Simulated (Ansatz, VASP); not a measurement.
Pb in VASP and in Ansatz

File INCAR:

```
PREC = Accurate
ENCUT = 520
EDIFF = 1E-6
ISMEAR = -1
SIGMA = 0.08
LREAL = F
LASPH = T
NELM = 60
ALGO = Normal
ISIF = 2
LWAVE = F
LCHARG = F
GGA = PE
NBANDS = 21
```

File KPOINTS:

```
regular mesh
0
Gamma
  14 14 8
```

Contents of POSCAR:

```
Pb
1.0
    3.4800006906      0.0000000000      0.0000000000
   -1.7400003453      3.0137690032      0.0000000000
    0.0000000000      0.0000000000      5.5900000000
Pb
2
Direct
    0.3333333333      0.6666666667      0.2500000000
    0.7241379197      0.3333333333      0.7500000000
```

Input for Ansatz:

```yaml
crystal:
  lattice:
    - [3.4800006906, 0.0, 0.0]
    - [-1.7400003453, 3.0137690032, 0.0]
    - [0.0, 0.0, 5.59]
  atoms:
    - { symbol: Pb, position: [0.3333333333, 0.6666666667, 0.25] }
    - { symbol: Pb, position: [0.7241379197, 0.3333333333, 0.75] }
kpoints:
  mp_grid: { grid: [14, 14, 8] }
scf:
  occupations: { method: fermi_dirac, width: 0.08 }
hamiltonian:
  xc: pbe
  pseudopotentials: { kind: all_electron, lapw: { basis_error: 0.0005 } }
output:
  forces: true
  stress: true
  eigenvalues: true
```

Alike in both runs: task single point; functional PBE; k mesh 14 × 14 × 8; occupations fermi-dirac, width 0.08 eV; no spin polarisation.

|  | VASP | Ansatz |
| --- | --- | --- |
| version | VASP 6.6.1 | Ansatz 0.2.0 |
| potentials or method | VASP PAW PBE potentials, release 64 (Pb_d), cutoff 520 eV | all-electron LAPW, scalar-relativistic |

VASP gave:

- pressure (GPa): 4.1
- traceless stress, the component that is largest in VASP (GPa): 1.44
- rms of the force components (eV/Å): 0.044

Problem. Estimate Ansatz's values.

Solution. Pressure (GPa): 4.2; traceless stress, the component that is largest in VASP (GPa): 1.45; rms of the force components (eV/Å): 0.044.

Atom by atom the forces differ by 0.000 eV/Å (rms over components). Ansatz ran all-electron here, and VASP with PAW potentials.

Neither program's run includes spin-orbit coupling.
